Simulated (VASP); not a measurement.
A run of VASP 6.6.1:

POSCAR

```
Zr3O
1.0
    5.5363434813      0.0000000000      0.0000000000
   -2.7681717406      4.7946140989      0.0000000000
    0.0000000000      0.0000000000      5.0939846600
Zr O
6 2
Direct
    0.3379363795      0.0000000000      0.0000000000
    0.3379363795      0.3379363795      0.5000000000
    0.0000000000      0.3379363795      0.0000000000
    0.6620636205      0.0000000000      0.5000000000
    0.6620636205      0.6620636205      0.0000000000
    0.0000000000      0.6620636205      0.5000000000
    0.3333333333      0.6666666667      0.2500000000
    0.6666666667      0.3333333333      0.7500000000
```

Contents of INCAR.step1:

```
PREC = Accurate
ENCUT = 520
ISMEAR = -1
SIGMA = 0.1
LREAL = F
LASPH = T
NELM = 100
NBANDS = 52
GGA = PE
ALGO = Normal
EDIFF = 1E-4
LWAVE = T
LCHARG = F
```

The input INCAR.step2:

```
PREC = Accurate
ENCUT = 520
EDIFF = 1E-6
ISMEAR = -1
SIGMA = 0.1
LREAL = F
LASPH = T
NELM = 100
ALGO = Normal
ISIF = 2
LWAVE = F
LCHARG = F
METAGGA = R2SCAN
LMIXTAU = T
NBANDS = 52
ISTART = 1
```

File KPOINTS:

```
Automatic mesh
0
Gamma
  7 7 7
```

Potentials or basis: VASP PAW PBE potentials, release 64 (Zr_sv, O).

Run with:

```sh
$ cat potpaw_PBE.64/Zr_sv/POTCAR potpaw_PBE.64/O/POTCAR > POTCAR
$ cp INCAR.step1 INCAR
$ mpirun -np 1 vasp_std > vasp.out
$ cp INCAR.step2 INCAR
$ mpirun -np 1 vasp_std > vasp.out
```

Hardware: 1 thread of Intel(R) Xeon(R) 6975P-C (Granite Rapids) (shared host).

**Question.** Estimate the wall time of this run.

**Answer.** Wall time 6.7 min on 1 thread of Intel(R) Xeon(R) 6975P-C (Granite Rapids), on a shared host, peak memory 0.37 GiB. Counts: k points 32.
